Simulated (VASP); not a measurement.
# Hf (P6_3/mmc) in VASP: notebook, part 2 of 2

VASP 6.6.1. Earlier steps stand in the parts before.

**3. Single point, PBEsol, non-collinear spin, zero start, spin-orbit coupling**

Input file INCAR:

```
SYSTEM = Hf
ALGO = Normal
EDIFF = 1E-7
ENCUT = 520
GGA = PS
GGA_COMPAT = .FALSE.
ISIF = 2
ISMEAR = 0
LASPH = .TRUE.
LCHARG = .TRUE.
LMAXMIX = 4
LORBIT = 11
LORBMOM = .TRUE.
LREAL = .FALSE.
LSORBIT = .TRUE.
LVHAR = .TRUE.
LWAVE = .FALSE.
MAGMOM = 0 0 0 0 0 0
NBANDS = 32
NELM = 150
PREC = Accurate
SIGMA = 0.005
```

Input file KPOINTS:

```
k-points
0
G
  10 10 6
  0 0 0
```

Input file POSCAR:

```
Hf
1.0
    3.2000007099      0.0000000000      0.0000000000
   -1.6000003549      2.7712819069      0.0000000000
    0.0000000000      0.0000000000      5.0624011231
Hf
2
Direct
    0.3333333333      0.6666666667      0.7500000000
    0.6666666667      0.3333333333      0.2500000000
```

Potentials or basis: VASP PAW PBE potentials, release 64 (Hf_pv).

Run with:

```bash
$ cat potpaw_PBE.64/Hf_pv/POTCAR > POTCAR
$ mpirun -np 1 vasp_ncl > vasp.out
```

OUTCAR:

```text
SYSTEM = Hf
   EDIFF = 1E-7
   ENCUT = 520
   GGA = PS
   ISIF = 2
   ISMEAR = 0
   LASPH = .TRUE.
   LORBIT = 11
   LREAL = .FALSE.
   LSORBIT = .TRUE.
   NELM = 150
   PREC = Accurate

 ion  position               nearest neighbor table
   1  0.333  0.667  0.750-   2 3.13   2 3.13   2 3.13   2 3.13   2 3.13   2 3.13
   2  0.667  0.333  0.250-   1 3.13   1 3.13   1 3.13   1 3.13   1 3.13   1 3.13

  LATTYP: Found a hexagonal cell.
 ALAT       =     3.2000007099
 C/A-ratio  =     1.5820000000

  Lattice vectors:

 A1 = (   3.2000007099,   0.0000000000,   0.0000000000)
 A2 = (  -1.6000003549,   2.7712819069,   0.0000000000)
 A3 = (   0.0000000000,   0.0000000000,   5.0624011231)

Analysis of symmetry for initial positions (statically):
=====================================================================
 Subroutine PRICEL returns:
 Original cell was already a primitive cell.

 Routine SETGRP: Setting up the symmetry group for a
 hexagonal supercell.

 Subroutine GETGRP returns: Found 24 space group operations
 (whereof 12 operations were pure point group operations)
 out of a pool of 24 trial point group operations.

The static configuration has the point symmetry D_3d.
 The point group associated with its full space group is D_6h.
[... 1108 lines left out ...]
     0.0000000     0.0000000     0.0000000     0.0000000     0.0000000     0.0000000     0.0000000
     0.0000000     0.0000000     0.0000000     0.0000000     0.0000000     0.0000000     0.0000000
     0.0000000     0.0000000     0.0000000     0.0000000     0.0000000     0.0000000     0.0000000
     0.0000000     0.0000000     0.0000000     0.0000000     0.0000000     0.0000000     0.0000000

 Ion:    2  E_soc:     -1.3597832
 l=   1
     0.0000000    -0.2183020    -0.2185681
    -0.2183020     0.0000000    -0.2183020
    -0.2185681    -0.2183020     0.0000000
 l=   2
     0.0000000    -0.0014532     0.0000000    -0.0014532    -0.0074290
    -0.0014532     0.0000000    -0.0050869    -0.0013039    -0.0014532
     0.0000000    -0.0050869     0.0000000    -0.0050869     0.0000000
    -0.0014532    -0.0013039    -0.0050869     0.0000000    -0.0014532
    -0.0074290    -0.0014532     0.0000000    -0.0014532     0.0000000
 l=   3
     0.0000000     0.0000000     0.0000000     0.0000000     0.0000000     0.0000000     0.0000000
     0.0000000     0.0000000     0.0000000     0.0000000     0.0000000     0.0000000     0.0000000
     0.0000000     0.0000000     0.0000000     0.0000000     0.0000000     0.0000000     0.0000000
     0.0000000     0.0000000     0.0000000     0.0000000     0.0000000     0.0000000     0.0000000
     0.0000000     0.0000000     0.0000000     0.0000000     0.0000000     0.0000000     0.0000000
     0.0000000     0.0000000     0.0000000     0.0000000     0.0000000     0.0000000     0.0000000
     0.0000000     0.0000000     0.0000000     0.0000000     0.0000000     0.0000000     0.0000000

 total charge

# of ion       s       p       d       tot
------------------------------------------
    1        0.391   6.437   1.555   8.383
    2        0.391   6.437   1.555   8.383
--------------------------------------------------
tot          0.783  12.874   3.110  16.766

 magnetization (x)

# of ion       s       p       d       tot
------------------------------------------
    1        0.000  -0.000   0.000  -0.000
    2        0.000  -0.000   0.000  -0.000
--------------------------------------------------
tot          0.000  -0.000   0.000  -0.000

 magnetization (y)

# of ion       s       p       d       tot
------------------------------------------
    1        0.000   0.000   0.000   0.000
    2        0.000   0.000   0.000   0.000
--------------------------------------------------
tot          0.000   0.000   0.000   0.000

 magnetization (z)

# of ion       s       p       d       tot
------------------------------------------
    1        0.000   0.000   0.000   0.000
    2        0.000   0.000   0.000   0.000
--------------------------------------------------
tot          0.000   0.000   0.000   0.000
```

OSZICAR:

```text
N       E                     dE             d eps       ncg     rms          rms(c)
DAV:   1     0.714544764496E+02    0.71454E+02   -0.10872E+04  3600   0.120E+03
DAV:   2    -0.190618120767E+02   -0.90516E+02   -0.86626E+02  4304   0.307E+02
DAV:   3    -0.231143825824E+02   -0.40526E+01   -0.39221E+01  4744   0.419E+01
DAV:   4    -0.231738388032E+02   -0.59456E-01   -0.59367E-01  4216   0.523E+00
DAV:   5    -0.231747606849E+02   -0.92188E-03   -0.92166E-03  4464   0.580E-01    0.749E+01
DAV:   6    -0.225655765555E+02    0.60918E+00   -0.56085E-01  4016   0.498E+00    0.439E+01
DAV:   7    -0.223580601673E+02    0.20752E+00   -0.44814E-01  4160   0.431E+00    0.219E+01
DAV:   8    -0.223532282022E+02    0.48320E-02   -0.67296E-02  4480   0.160E+00    0.153E+00
DAV:   9    -0.223473673636E+02    0.58608E-02   -0.25501E-02  3992   0.106E+00    0.363E-01
DAV:  10    -0.223474170523E+02   -0.49689E-04   -0.84250E-04  4544   0.204E-01    0.180E-01
DAV:  11    -0.223474072138E+02    0.98384E-05   -0.10704E-05  4272   0.263E-02    0.485E-02
DAV:  12    -0.223474057088E+02    0.15051E-05   -0.19873E-05  4144   0.314E-02    0.682E-02
DAV:  13    -0.223474060519E+02   -0.34312E-06   -0.16093E-06  4152   0.848E-03    0.111E-02
DAV:  14    -0.223474062776E+02   -0.22569E-06   -0.21688E-07  4144   0.334E-03    0.748E-03
DAV:  15    -0.223474061404E+02    0.13719E-06   -0.41193E-08  2360   0.149E-03    0.149E-03
DAV:  16    -0.223474061572E+02   -0.16794E-07   -0.45452E-09  2288   0.572E-04
   1 F= -.22347406E+02 E0= -.22347406E+02  d E =-.355353E-06  mag=    -0.0000    -0.0000    -0.0000
```

stdout:

```text
POSCAR found type information on POSCAR Hf
 POSCAR found :  1 types and       2 ions
 scaLAPACK will be used
 -----------------------------------------------------------------------------
|                                                                             |
|                                                                             |
|     You enforced a specific xc type in the INCAR file but a different       |
|     I HOPE YOU KNOW WHAT YOU ARE DOING!                                     |
|                                                                             |
 -----------------------------------------------------------------------------

 LDA part: xc-table for (Slater+PW92), standard interpolation
 POSCAR, INCAR and KPOINTS ok, starting setup
 FFT: planning ... GRIDC
 FFT: planning ... GRID_SOFT
 FFT: planning ... GRID
 WAVECAR not read
 entering main loop
```

Run time: 3.2 min. Hardware: 1 thread of Intel Xeon 6975P-C, shared host; peak memory 0.31 GiB.

Results:

```
Free energy                                           : -22.3474 eV
Pressure                                              : -4.8 GPa
Net moment                                            : 0.00 μB per cell
Valence electrons inside the program's atomic spheres : Hf 8.38
```

Moments on the atoms (μB; x, y, z):
```
Hf  0.00 0.00 0.00
Hf  0.00 0.00 0.00
```

Caveat: the PAW data sets were made with another functional, which shifts forces and pressure a little.
